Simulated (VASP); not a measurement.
# WC (Fm-3m) in VASP: further runs, part 2 of 2

VASP 6.6.1. Earlier steps stand in the parts before.

## 5. Single point, revPBE+D3(BJ)

This run uses another cell than the first one, of 10.20 Å³/atom, 0.967 times its volume.

INCAR

```
SYSTEM = WC
PREC     = Accurate       ! precision mode
ENCUT    = 910            ! plane-wave cutoff, eV
EDIFF    = 1E-6           ! SCF threshold, eV
ISMEAR   = -1             ! smearing method
SIGMA    = 0.05           ! smearing width, eV
LREAL    = .FALSE.        ! projectors in reciprocal space
LASPH    = .TRUE.         ! aspherical terms in the spheres
NELM     = 120            ! most SCF steps
ALGO     = Normal         ! electronic algorithm
ISIF     = 2              ! what is computed and relaxed
LWAVE    = .FALSE.        ! write WAVECAR
LCHARG   = .TRUE.         ! write CHGCAR
GGA      = RE             ! functional
IVDW     = 12             ! dispersion correction
LELF     = .TRUE.         ! ELF
LVHAR    = .TRUE.       
NBANDS   = 16             ! bands
GGA_COMPAT= .FALSE.
```

KPOINTS

```
Automatic mesh
0
G
  10 10 10
  0 0 0
```

POSCAR

```
WC
1.0
    0.0000000000      2.1684405067      2.1684405067
    2.1684405067      0.0000000000      2.1684405067
    2.1684405067      2.1684405067      0.0000000000
W C
1 1
Direct
    0.0000000000      0.0000000000      0.0000000000
    0.5000000000      0.5000000000      0.5000000000
```

Potentials or basis: VASP PAW PBE potentials, release 64 (W_sv, C_h).

Run with:

```sh
> cat potpaw_PBE.64/W_sv/POTCAR potpaw_PBE.64/C_h/POTCAR > POTCAR
> mpirun -np 1 vasp_std > vasp.out
```

OUTCAR:

```text
SYSTEM = WC
   PREC = Accurate
   ENCUT = 910
   EDIFF = 1E-6
   ISMEAR = -1
   LREAL = .FALSE.
   LASPH = .TRUE.
   NELM = 120
   ISIF = 2
   GGA = RE
   IVDW = 12
 IVDW          = 12

 ion  position               nearest neighbor table
   1  0.000  0.000  0.000-   2 2.17   2 2.17   2 2.17   2 2.17   2 2.17   2 2.17
   2  0.500  0.500  0.500-   1 2.17   1 2.17   1 2.17   1 2.17   1 2.17   1 2.17

  LATTYP: Found a face centered cubic cell.
 ALAT       =     4.3368810134

  Lattice vectors:

 A1 = (   0.0000000000,   2.1684405067,   2.1684405067)
 A2 = (   2.1684405067,   0.0000000000,   2.1684405067)
 A3 = (   2.1684405067,   2.1684405067,   0.0000000000)

Analysis of symmetry for initial positions (statically):
=====================================================================
 Subroutine PRICEL returns:
 Original cell was already a primitive cell.

 Routine SETGRP: Setting up the symmetry group for a
 face centered cubic supercell.

 Subroutine GETGRP returns: Found 48 space group operations
 (whereof 48 operations were pure point group operations)
 out of a pool of 48 trial point group operations.

The static configuration has the point symmetry O_h .
[... 159 lines left out ...]

 E-fermi :  13.3817     XC(G=0): -13.9029

 val. band max:       13.2938811848   @ k =   0.3000   0.2000   0.1000
 cond. band min:      13.3904475654   @ k =  -0.1000   0.1000   0.0000
 fundamental gap:      0.0965663806
 Fermi energy:        13.3817280331

 k-point     1 :       0.0000    0.0000    0.0000
  band No.  band energies     occupation
      1     -62.1098      2.00000
      2     -26.0977      2.00000
      3     -26.0977      2.00000
      4     -26.0977      2.00000
      5      -2.8132      2.00000
      6      10.4594      2.00000
[... 433 lines left out ...]
      3     -26.2973      2.00000
      4     -26.2771      2.00000
      5      -0.3188      2.00000
      6       6.0737      2.00000
[... 8 lines left out ...]
     15      25.3557      0.00000
     16      29.0654      0.00000

 [... further k-points ...]

------------------------ aborting loop because EDIFF is reached ----------------------------------------

 Edisp (eV)   -1.76262

 E8    (eV) :    -1.2529

  FORCE on cell =-STRESS in cart. coord.  units (eV):
  Direction    XX          YY          ZZ          XY          YZ          ZX
  --------------------------------------------------------------------------------------
  -------------------------------------------------------------------------------------
  Total       0.11165     0.11165     0.11165     0.00000     0.00000    -0.00000
  in kB       8.77212     8.77212     8.77212     0.00000     0.00000    -0.00000
  external pressure =        8.77 kB  Pullay stress =        0.00 kB

 VOLUME and BASIS-vectors are now :
 -----------------------------------------------------------------------------
  energy-cutoff  :      910.00
  volume of cell :       20.39
      direct lattice vectors                 reciprocal lattice vectors
     0.000000000  2.168440507  2.168440507    -0.230580456  0.230580456  0.230580456
     2.168440507  0.000000000  2.168440507     0.230580456 -0.230580456  0.230580456
     2.168440507  2.168440507  0.000000000     0.230580456  0.230580456 -0.230580456

 POSITION                                       TOTAL-FORCE (eV/Angst)
 -----------------------------------------------------------------------------------
      0.00000      0.00000      0.00000         0.000000      0.000000      0.000000
      2.16844      2.16844      2.16844        -0.000000     -0.000000     -0.000000
 -----------------------------------------------------------------------------------
    total drift:                               -0.000000      0.000000      0.000000

  FREE ENERGIE OF THE ION-ELECTRON SYSTEM (eV)
  ---------------------------------------------------
  free  energy   TOTEN  =       -22.4499735148 eV

  energy  without entropy=      -22.4437167357  energy(sigma->0) =      -22.44684513
```

stdout:

```text
POSCAR found type information on POSCAR W C
 POSCAR found :  2 types and       2 ions
 scaLAPACK will be used
 -----------------------------------------------------------------------------
|                                                                             |
|                                                                             |
|     You enforced a specific xc type in the INCAR file but a different       |
|     I HOPE YOU KNOW WHAT YOU ARE DOING!                                     |
|                                                                             |
 -----------------------------------------------------------------------------

 LDA part: xc-table for (Slater+PW92), standard interpolation
 POSCAR, INCAR and KPOINTS ok, starting setup
 FFT: planning ... GRIDC
 FFT: planning ... GRID_SOFT
 FFT: planning ... GRID
 WAVECAR not read
 entering main loop
```

Wall time 16 s (1 thread of Intel Xeon 6975P-C (Granite Rapids), shared host); peak memory 0.2 GiB.

Results:

- Free energy: -22.4500 eV
- Pressure: 0.9 GPa
- Band gap on the k mesh: zero (band 9 reaches 14.45 eV, above the bottom of band 10 at 11.10 eV)
- Dispersion energy per atom: -0.881 eV

Caveat: the cutoff is under 1.25 times the usual one of these potentials, so pressure, stress and relaxed cells hold a basis-set (Pulay) error; the PAW data sets were made with another functional, which shifts forces and pressure a little; spin-orbit coupling is left out, which moves the levels of the heavy elements; pairwise dispersion overbinds metals, which lowers pressure and volume.

## 6. Summary

| level | potentials or basis | cell | gap on the mesh (eV) | pressure (GPa) |
| --- | --- | --- | --- | --- |
| PBEsol | VASP PAW PBE potentials, release 64 (W_sv, C_h) | a = 3.101 Å, angles 60.0°, 2 atoms | none | -9.4 |
| LDA | VASP PAW LDA potentials, release 64 (W_sv, C_h) | a = 3.101 Å, angles 60.0°, 2 atoms | none | -14.2 |
| PBE+D3(BJ) | VASP PAW PBE potentials, release 64 (W_sv, C_h) | a = 3.076 Å, angles 60.0°, 2 atoms | none | 0.9 |
| revPBE+D3(BJ) | VASP PAW PBE potentials, release 64 (W_sv, C_h) | a = 3.067 Å, angles 60.0°, 2 atoms | none | 0.9 |

Alike in all rows: task single point; no spin polarisation; k mesh 10 × 10 × 10; cutoff (eV) 910; smearing fermi-dirac 0.05 eV.

Caveats: the cutoff is under 1.25 times the usual one of these potentials, so pressure, stress and relaxed cells hold a basis-set (Pulay) error; spin-orbit coupling is left out, which moves the levels of the heavy elements; the PAW data sets were made with another functional, which shifts forces and pressure a little (some runs); pairwise dispersion overbinds metals, which lowers pressure and volume (some runs).

Total energies depend on the potentials used, so only differences within one code and one set of settings carry meaning.
